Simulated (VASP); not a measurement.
A run of VASP 6.6.1 is set up as follows.

Contents of INCAR:

```
SYSTEM = Lu5N
PREC = Accurate ; ENCUT = 520
EDIFF = 1E-7 ; ISMEAR = 0
SIGMA = 0.1 ; LREAL = .FALSE.
LASPH = .TRUE. ; NELM = 60
ALGO = Normal ; ISIF = 2
LWAVE = .FALSE. ; LCHARG = .FALSE.
GGA = PE ; NBANDS = 74
```

File KPOINTS:

```
Automatic mesh
0
G
  6 6 8
  0 0 0
```

File POSCAR:

```
Lu5N
1.0
    6.0449654064      0.0000000000      0.0000000000
   -3.0224827032      5.2350936070      0.0000000000
    0.0000000000      0.0000000000      5.7989038286
Lu N
5 1
Direct
    0.0000000000      0.5000000000      0.5000000000
    0.3333333333      0.6666666667      0.0000000000
    0.6666666667      0.3333333333      0.0000000000
    0.5000000000      0.0000000000      0.5000000000
    0.5000000000      0.5000000000      0.5000000000
    0.0000000000      0.0000000000      0.0000000000
```

Potentials or basis: VASP PAW PBE potentials, release 64 (Lu, N).

Command:

```bash
$ cat potpaw_PBE.64/Lu/POTCAR potpaw_PBE.64/N/POTCAR > POTCAR
$ mpirun -np 1 vasp_std > vasp.out
```

Q: Estimate the band gap on the k mesh.

A: Zero (band 65 reaches 1.66 eV, above the bottom of band 66 at 1.22 eV).

Q: Predict the pressure.

A: 0.1 GPa.

Stress tensor (GPa, compression positive):
```
0.16 0.00 0.00
0.00 0.16 0.00
0.00 0.00 0.09
```

Caveat: spin-orbit coupling is left out, which moves the levels of the heavy elements.
